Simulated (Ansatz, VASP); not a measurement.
One calculation of NiO, two programs

File POSCAR:

```
NiO
1.0
    0.0000000000      2.0913095100      2.0913095100
    2.0913095100      0.0000000000      2.0913095100
    2.0913095100      2.0913095100      0.0000000000
Ni O
1 1
Direct
    0.0000000000      0.0000000000      0.0000000000
    0.5000000000      0.5000000000      0.5000000000
```

INCAR.step1

```
SYSTEM = NiO
ALGO = Normal
EDIFF = 1E-5
ENCUT = 520
GGA = PE
ISIF = 2
ISMEAR = -1
ISPIN = 2
LASPH = .TRUE.
LMAXMIX = 4
LORBIT = 11
LREAL = .FALSE.
LWAVE = .TRUE.
MAGMOM = 1 0
NBANDS = 19
NELM = 150
PREC = Accurate
SIGMA = 0.05
```

Contents of INCAR.step2:

```
SYSTEM = NiO
AEXX = 0.25
ALGO = Normal
EDIFF = 1E-6
ENCUT = 520
ISIF = 2
ISMEAR = -1
ISPIN = 2
ISTART = 1
LASPH = .TRUE.
LCHARG = .TRUE.
LELF = .TRUE.
LHFCALC = .TRUE.
LMAXMIX = 4
LMIXTAU = .TRUE.
LORBIT = 11
LREAL = .FALSE.
LVHAR = .TRUE.
LWAVE = .FALSE.
MAGMOM = 1 0
METAGGA = R2SCAN
NBANDS = 19
NELM = 150
PREC = Accurate
PRECFOCK = Normal
SIGMA = 0.05
```

File KPOINTS:

```
k-points
0
G
  6 6 6
  0 0 0
```

Contents of input.yaml:

```yaml
crystal:
  lattice:
    - [0.0, 2.09130951, 2.09130951]
    - [2.09130951, 0.0, 2.09130951]
    - [2.09130951, 2.09130951, 0.0]
  atoms:
    - { symbol: Ni, position: [0.0, 0.0, 0.0], spin: 1.0 }
    - { symbol: O, position: [0.5, 0.5, 0.5] }
hamiltonian:
  xc: r2scan0
  pseudopotentials: { kind: paw }
magnetization:
  spin_polarized: true
kpoints:
  mp_grid: { grid: [6, 6, 6] }
scf:
  occupations: { method: fermi_dirac, width: 0.05 }
  n_extra_bands: 6
output:
  forces: true
  stress: true
  eigenvalues: true
  dos: { projected: true, de: 0.05 }
  write_density: true
  write_potential: true
  elf: true
  volumetric_format: npy
```

Alike in both runs: functional r2SCAN0; k mesh 6 × 6 × 6; occupations fermi-dirac, width 0.05 eV; collinear spin.

|  | VASP | Ansatz |
| --- | --- | --- |
| version | VASP 6.6.1 | Ansatz 0.2.0 |
| potentials or method | VASP PAW PBE potentials, release 64 (Ni, O) | Ansatz PAW |
| plane-wave cutoff (eV) | 520 | 500 |
| valence electrons in the cell | 16 | 24 |
| task | single point | projected density of states |

```tsv
	VASP	Ansatz	Ansatz less VASP
gap on the k mesh at the Fermi level (eV)	4.91	4.84	-0.071
least direct gap on the mesh (eV)	5.88	5.95	+0.073
pressure (GPa)	-1.2	-1.6	-0.41
net moment per atom (μB)	1.00	1.00	+0.001
size of the moment on the site where the two differ most (μB)	1.78	1.76	-0.017
```

VASP's potentials were made for PBE, not for r2SCAN0. Site moments also hang on the region over which each program counts them. With one functional, cell and mesh, what is left measures potentials, basis and numerics. VASP's potentials hold 16 valence electrons a cell and Ansatz's 24, so a difference there can come from the potentials and not from the codes.

The k mesh is coarse, so the values compare programs but aren't converged. Noted on Ansatz's run: the magnetic or orbital state may not be the lowest.
